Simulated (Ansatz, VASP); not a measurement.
**Ge in VASP and in Ansatz**

```
Ge
1.0
     0.00000    2.74391    2.82877
     2.74391    0.00000    2.82877
     2.74391    2.74391    0.00000
Ge
2
Direct
  0.50000 0.50000 0.50000
  0.75000 0.75000 0.75000
```

Change from the starting cell: strain -0.030 along x and y, +0.000 along z, atoms carried along.

Alike in both runs: task single point; functional r2SCAN; k mesh 10 × 10 × 10; occupations gaussian, width 0.05 eV; no spin polarisation.

|  | VASP | Ansatz |
| --- | --- | --- |
| version | VASP 6.6.1 | Ansatz 0.2.0 |
| potentials or method | VASP PAW PBE potentials, release 64 (Ge_d), cutoff 520 eV | scalar-relativistic, plane waves, PAW |
| valence electrons in the cell | 28 | 28 |

VASP gave:

* gap on the k mesh at the Fermi level (eV): 0.49
* least direct gap on the mesh (eV): 0.91
* pressure (GPa): 6.0
* traceless stress, the component that is largest in VASP (GPa): -1.85

Question: Estimate Ansatz's values.

Answer: gap on the k mesh at the Fermi level (eV): 0.50; least direct gap on the mesh (eV): 0.95; pressure (GPa): 5.9; traceless stress, the component that is largest in VASP (GPa): -1.86.

VASP's potentials were made for PBE, not for r2SCAN. The functional is the same, so the differences come from potentials, cutoffs and numerics.
